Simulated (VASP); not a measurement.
A run of VASP 6.6.1 is set up as follows.

The input INCAR:

```
SYSTEM = Ti
ALGO = Normal
EDIFF = 1E-6
ENCUT = 500
GGA = PE
GGA_COMPAT = .False.
ISIF = 2
ISMEAR = 1
LASPH = .True.
LCHARG = .True.
LELF = .True.
LREAL = .False.
LVHAR = .True.
LWAVE = .False.
NBANDS = 12
NELM = 120
PREC = Accurate
SIGMA = 0.02
```

The input KPOINTS:

```
k-points
0
Gamma
  10 10 10
  0 0 0
```

Contents of POSCAR:

```
Ti
1.0
    0.0000000000      2.0163754284      2.0163754284
    2.0163754284      0.0000000000      2.0163754284
    2.0163754284      2.0163754284      0.0000000000
Ti
1
Direct
    0.0000000000      0.0000000000      0.0000000000
```

Potentials or basis: VASP PAW PBE potentials, release 64 (Ti_sv).

Launch:

```sh
$ cat potpaw_PBE.64/Ti_sv/POTCAR > POTCAR
$ mpirun -np 1 vasp_std > vasp.out
```

Task: Predict the pressure.

Result: 6.3 GPa.

Task: What does it give for the band gap on the k mesh?

Result: Zero (bands 6 and 7 overlap by 1.19 eV).

Caveat: the cell stands under pressure.
